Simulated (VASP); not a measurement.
Write the native input for VASP 6.6.1 that does the following.

| Quantity | Value |
| --- | --- |
| Task | single point |
| Functional | PBE |
| Potentials or basis | VASP PAW PBE potentials, release 64 (Mn_pv, O) |
| Cutoff | 520 eV |
| k mesh | 23 × 23 × 23 |
| Occupations | fermi-dirac, width 0.0612256 eV |
| Spin | no spin polarisation |
| Dipole correction | no |
| Further INCAR settings | ALGO = Normal; EDIFF = 1e-06; NBANDS = 16 |

The structure of MnO (rock salt type) lies in POSCAR:

```
MnO
1.0
    0.0000000000      2.0794789095      2.0794789095
    2.0794789095      0.0000000000      2.0794789095
    2.0794789095      2.0794789095      0.0000000000
Mn O
1 1
Direct
    0.0000000000      0.0000000000      0.0000000000
    0.5000000000      0.5000000000      0.5000000000
```

These files were run (other wordings do the same):

INCAR

```
PREC = Accurate
ENCUT = 520
EDIFF = 1E-6
ISMEAR = -1
SIGMA = 0.06122561905347299
LREAL = F
LASPH = T
NELM = 100
ALGO = Normal
ISIF = 2
LWAVE = F
LCHARG = F
GGA = PE
NBANDS = 16
```

KPOINTS

```
regular mesh
0
Gamma
  23 23 23
```

Potentials or basis: VASP PAW PBE potentials, release 64 (Mn_pv, O).

The run is started by

```bash
$ cat potpaw_PBE.64/Mn_pv/POTCAR potpaw_PBE.64/O/POTCAR > POTCAR
$ mpirun -np 1 vasp_std > vasp.out
```

Results of the run:

* Pressure: -8.0 GPa
* Band gap on the k mesh: zero (an odd number of electrons rules out a gap without spin polarisation)

Caveat: the cell stands under tension; an odd number of electrons without spin polarisation forces a metal; a magnetic or distorted state may lie lower; the run has no spin polarisation, though such a crystal can be magnetic; semilocal functionals often make such compounds metallic where correlation or magnetic order opens a gap, which also shifts bond lengths.

Run time: 2.7 min on 1 thread of Intel Xeon 8259CL, on a shared host, peak memory 0.23 GiB.
